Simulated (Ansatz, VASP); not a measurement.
# Sc2W in VASP and in Ansatz

INCAR

```
SYSTEM = Sc2W
ALGO     = Normal         ! electronic algorithm
EDIFF    = 1E-6           ! SCF threshold, eV
EDIFFG   = -0.005         ! ionic threshold
ENCUT    = 600            ! plane-wave cutoff, eV
GGA      = PE             ! functional
IBRION   = 2              ! ionic algorithm
ISIF     = 3              ! what is computed and relaxed
ISMEAR   = 0              ! smearing method
LASPH    = .True.         ! aspherical terms in the spheres
LCHARG   = .False.        ! write CHGCAR
LREAL    = .False.        ! projectors in reciprocal space
LWAVE    = .False.        ! write WAVECAR
NELM     = 100            ! most SCF steps
NSW      = 100            ! ionic steps
PREC     = Accurate       ! precision mode
SIGMA    = 0.1            ! smearing width, eV
```

File KPOINTS:

```
k-points
0
Gamma
  12 12 14
  0 0 0
```

POSCAR

```
Sc2W
1.0
    4.8683158970      0.0000000000      0.0000000000
   -2.4341579485      4.2160852405      0.0000000000
    0.0000000000      0.0000000000      2.8372579135
Sc W
2 1
Direct
    0.3333333333      0.6666666667      0.5000000000
    0.6666666667      0.3333333333      0.5000000000
    0.0000000000      0.0000000000      0.0000000000
```

Input for Ansatz:

```yaml
crystal:
  lattice:
    - [4.868315897, 0.0, 0.0]
    - [-2.4341579485, 4.2160852405, 0.0]
    - [0.0, 0.0, 2.8372579135]
  atoms:
    - { symbol: Sc, position: [0.3333333333, 0.6666666667, 0.5] }
    - { symbol: Sc, position: [0.6666666667, 0.3333333333, 0.5] }
    - { symbol: W, position: [0.0, 0.0, 0.0] }
basis:
  ecutwfc: 420
kpoints:
  mp_grid: { grid: [12, 12, 14] }
hamiltonian:
  xc: pbe
scf:
  occupations: { method: gaussian, width: 0.1 }
output:
  forces: true
  stress: true
  eigenvalues: true
relax:
  adjacent_minimum: "off"
  f_tol: 0.005
  max_steps: 80
  cell: { stress_tol: 0.05 }
```

Alike in both runs: task relaxation of cell and atoms; functional PBE; k mesh 12 × 12 × 14; occupations gaussian, width 0.1 eV; no spin polarisation.

```csv
,VASP,Ansatz
version,VASP 6.6.1,Ansatz 0.2.0
potentials or method,"VASP PAW PBE potentials, release 64 (Sc_sv, W_sv), cutoff 600 eV","scalar-relativistic, plane waves, PAW"
valence electrons in the cell,36,36
```

Ansatz gave:

* gap on the k mesh at the Fermi level, each at its own relaxed structure (eV): none
* relaxed volume (Å³/atom): 19.42
* relaxed cell length with the largest relative difference (Å): 2.841

**Question.** What did VASP give for the same quantities?

**Answer.** gap on the k mesh at the Fermi level, each at its own relaxed structure (eV): none; relaxed volume (Å³/atom): 19.46; relaxed cell length with the largest relative difference (Å): 2.843.

A gap of «none» marks a metal or a gap that the smearing closes.

Neither program's run includes spin-orbit coupling.
